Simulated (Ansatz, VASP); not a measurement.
**BN in VASP and in Ansatz**

```
B N
1.0
     0.00000    1.76798    1.76798
     1.76798    0.00000    1.76798
     1.76798    1.76798    0.00000
B N
1 1
Cartesian
  0.0000 0.0000 0.0000
  0.8840 0.8840 0.8840
```

Alike in both runs: task single point; functional r2SCAN; k mesh 10 × 10 × 10; no spin polarisation.

|  | VASP | Ansatz |
| --- | --- | --- |
| version | VASP 6.6.1 | Ansatz 0.2.0 |
| potentials or method | VASP PAW PBE potentials, release 64 (B, N) | plane waves, PAW |
| plane-wave cutoff (eV) | 520 | 500 |
| occupations | gaussian, width 0.01 eV | fixed |
| valence electrons in the cell | 8 | 8 |

Ansatz gave:

```
gap on the k mesh at the Fermi level (eV) : 5.08
```

**Question.** Estimate VASP's values.

**Answer.** gap on the k mesh at the Fermi level (eV): 5.05.

VASP's potentials were made for PBE, not for r2SCAN.
